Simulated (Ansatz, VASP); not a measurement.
## One calculation of AlN, two programs

```
CELL_PARAMETERS angstrom
3.10669 0.00000 0.00000
-1.55335 2.69048 0.00000
0.00000 0.00000 4.97859
ATOMIC_POSITIONS crystal
Al 0.33333 0.66667 0.99670
Al 0.66667 0.33333 0.49670
N 0.33333 0.66667 0.37830
N 0.66667 0.33333 0.87830
```

Alike in both runs: task single point; functional HSE06; k mesh 3 × 3 × 3; no spin polarisation.

|  | VASP | Ansatz |
| --- | --- | --- |
| version | VASP 6.6.1 | Ansatz 0.2.0 |
| potentials or method | VASP PAW PBE potentials, release 64 (Al, N) | plane waves |
| plane-wave cutoff (eV) | 520 | 420 |
| occupations | gaussian, width 0.01 eV | fixed |
| valence electrons in the cell | 16 | 16 |

```csv
,VASP,Ansatz,Ansatz less VASP
gap on the k mesh at the Fermi level (eV),5.59,5.60,+0.002
pressure (GPa),-0.8,-0.5,+0.29
"traceless stress, the component that is largest in VASP (GPa)",-1.17,-1.44,-0.263
rms of the force components (eV/Å),0.042,0.044,+0.0022
```

Atom by atom the forces differ by 0.002 eV/Å (rms over components). Ansatz's warnings: stress exchange threshold loose, stress scf threshold loose.

The k mesh is coarse, so the values compare programs but aren't converged.
